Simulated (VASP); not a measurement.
Here is a VASP 6.6.1 calculation.

File INCAR:

```
SYSTEM = MoS2
PREC = Accurate
ENCUT = 520
EDIFF = 1E-7
ISMEAR = 0
SIGMA = 0.02
LREAL = .FALSE.
LASPH = .TRUE.
NELM = 60
ALGO = Normal
ISIF = 2
LWAVE = .FALSE.
LCHARG = .FALSE.
GGA = PE
NBANDS = 35
```

Contents of KPOINTS:

```
regular mesh
0
G
  12 12 2
  0 0 0
```

The input POSCAR:

```
MoS2
1.0
    3.1850687626      0.0000000000      0.0000000000
   -1.5925343813      2.7583504612      0.0000000000
    0.0000000000      0.0000000000     14.5118338339
Mo S
2 4
Direct
    0.6666666667      0.3333333333      0.2500000000
    0.3333333333      0.6666666667      0.7500000000
    0.6666666667      0.3333333333      0.6423340849
    0.3333333333      0.6666666667      0.3576659151
    0.6666666667      0.3333333333      0.8576659151
    0.3333333333      0.6666666667      0.1423340849
```

Potentials or basis: VASP PAW PBE potentials, release 64 (Mo_sv, S).

Launch:

```sh
$ cat potpaw_PBE.64/Mo_sv/POTCAR potpaw_PBE.64/S/POTCAR > POTCAR
$ mpirun -np 1 vasp_std > vasp.out
```

Estimate the band gap on the k mesh.

1.43 eV (least direct gap 1.66 eV).

What does it give for the largest force?

0.010 eV/Å.

Estimate the pressure.

-0.1 GPa.

Forces in eV/Å, atoms in the order of the input:
```
Mo   0.000  0.000  0.000
Mo   0.000  0.000  0.000
S    0.000  0.000  0.010
S    0.000  0.000 -0.010
S    0.000  0.000 -0.010
S    0.000  0.000  0.010
```

Caveat: the cell differs from its parent crystal (strain along c alone, the other axes held: -2.0 %, then relaxed in part); this functional lacks dispersion, which binds layers or chains, so the pressure and a relaxed spacing across them are unreliable. A k mesh can miss the band edges.
